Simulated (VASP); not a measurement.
Write the native input for VASP 6.6.1 that does the following.

```
Task                   : relaxation of cell and atoms
Functional             : PBE
Potentials or basis    : VASP PAW PBE potentials, release 64 (Sr_sv, Ti_sv, O)
Cutoff                 : 600 eV
k mesh                 : 8 × 8 × 8
Occupations            : gaussian, width 0.02 eV
Spin                   : no spin polarisation
Hubbard terms          : Ti d U = 4.0 eV
Dipole correction      : no
Further INCAR settings : ALGO = Normal; EDIFF = 1e-06; IBRION = 2; EDIFFG = -0.005; NSW = 100; ISIF = 3
```

The structure of SrTiO3 (Tausonite) lies in POSCAR:

```
SrTiO3
1.0
    3.9052800000      0.0000000000      0.0000000000
    0.0000000000      3.9052800000      0.0000000000
    0.0000000000      0.0000000000      3.9052800000
Sr Ti O
1 1 3
Direct
    0.5000000000      0.5000000000      0.5000000000
    0.0000000000      0.0000000000      0.0000000000
    0.5000000000      0.0000000000      0.0000000000
    0.0000000000      0.5000000000      0.0000000000
    0.0000000000      0.0000000000      0.5000000000
```

These files were run (other wordings do the same):

INCAR

```
PREC = Accurate
ENCUT = 600
EDIFF = 1E-6
ISMEAR = 0
SIGMA = 0.02
LREAL = False
LASPH = True
NELM = 150
ALGO = Normal
ISIF = 3
LWAVE = False
LCHARG = False
LMAXMIX = 4
LDAU = True
LDAUTYPE = 2
LDAUL = -1 2 -1
LDAUU = 0 4 0
LDAUJ = 0 0 0
LDAUPRINT = 1
GGA = PE
IBRION = 2
NSW = 100
EDIFFG = -0.005
```

KPOINTS

```
Automatic mesh
0
Gamma
  8 8 8
```

Potentials or basis: VASP PAW PBE potentials, release 64 (Sr_sv, Ti_sv, O).

Launch:

```console
$ cat potpaw_PBE.64/Sr_sv/POTCAR potpaw_PBE.64/Ti_sv/POTCAR potpaw_PBE.64/O/POTCAR > POTCAR
$ mpirun -np 1 vasp_std > vasp.out
```

Results of the run:

* Relaxed volume: 12.49 Å³/atom
* Relaxed cell: a = 3.967 Å, b = 3.967 Å, c = 3.967 Å, α = 90.00°, β = 90.00°, γ = 90.00°
* Space group after relaxing (to 0.05 Å): Pm-3m (No. 221)
* Energy gained by relaxing: 14.8 meV/atom
* Ionic steps: 3
* Pressure after relaxing: 0.0 GPa
* Band gap on the k mesh: 2.27 eV, indirect (least direct gap 2.71 eV)

Wall time 2.4 min on 1 thread of Intel(R) Xeon(R) Platinum 8488C (Sapphire Rapids), with other jobs on the host, peak memory 0.22 GiB.
